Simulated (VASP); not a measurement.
Wanted: the native input for a VASP 6.6.1 run.

```
Task                               : single point
Functional                         : PBE-based screened hybrid
Potentials or basis                : VASP PAW PBE potentials, release 64 (Ti_sv, O)
Cutoff                             : 520 eV
k mesh                             : 4 × 4 × 4
Occupations                        : gaussian, width 0.01 eV
Spin                               : no spin polarisation
Dipole correction                  : no
Grid for exact exchange (PRECFOCK) : Normal
Share of exact exchange            : 0.5
Further INCAR settings             : ALGO = Normal; EDIFF = 1e-06; NBANDS = 19
Screening parameter                : 0.2078 1/Å
```

The system is TiO2.

```
Ti O
1.0
     0.00000    2.39683    2.39683
     2.39683    0.00000    2.39683
     2.39683    2.39683    0.00000
Ti O
1 2
Cartesian
  0.0000 0.0000 0.0000
  1.1984 1.1984 1.1984
  3.5952 3.5952 3.5952
```

The input as run:

POSCAR

```
TiO2
1.0
    0.0000000000      2.3968272579      2.3968272579
    2.3968272579      0.0000000000      2.3968272579
    2.3968272579      2.3968272579      0.0000000000
Ti O
1 2
Direct
    0.0000000000      0.0000000000      0.0000000000
    0.2500000000      0.2500000000      0.2500000000
    0.7500000000      0.7500000000      0.7500000000
```

INCAR.step1

```
SYSTEM = TiO2
PREC = Accurate ; ENCUT = 520
EDIFF = 1E-5 ; ISMEAR = 0
SIGMA = 0.01 ; LREAL = .False.
LASPH = .True. ; NELM = 60
ALGO = Normal ; ISIF = 2
LWAVE = .True. ; GGA = PE
NBANDS = 19
```

INCAR.step2

```
SYSTEM = TiO2
PREC = Accurate ; ENCUT = 520
EDIFF = 1E-6 ; ISMEAR = 0
SIGMA = 0.01 ; LREAL = .False.
LASPH = .True. ; NELM = 60
ALGO = Normal ; ISIF = 2
LWAVE = .False. ; LCHARG = .True.
GGA = PE ; LHFCALC = .True.
AEXX = 0.5 ; HFSCREEN = 0.2078
PRECFOCK = Normal ; LELF = .True.
LVHAR = .True. ; ISTART = 1
NBANDS = 19
```

KPOINTS

```
regular mesh
0
Gamma
  4 4 4
  0 0 0
```

Potentials or basis: VASP PAW PBE potentials, release 64 (Ti_sv, O).

Launch:

```console
$ cat potpaw_PBE.64/Ti_sv/POTCAR potpaw_PBE.64/O/POTCAR > POTCAR
$ cp INCAR.step1 INCAR
$ mpirun -np 1 vasp_std > vasp.out
$ cp INCAR.step2 INCAR
$ mpirun -np 1 vasp_std > vasp.out
```

It gave:

- Pressure: -11.9 GPa
- Band gap on the k mesh: 4.31 eV, indirect (least direct gap 4.98 eV)

Caveat: the k points lie up to 0.57 Å⁻¹ apart; the PAW data sets were made with another functional, which shifts forces and pressure a little.

It took 6.7 min on 1 thread of Intel(R) Xeon(R) Platinum 8488C (Sapphire Rapids) (shared host), peak memory 0.26 GiB.
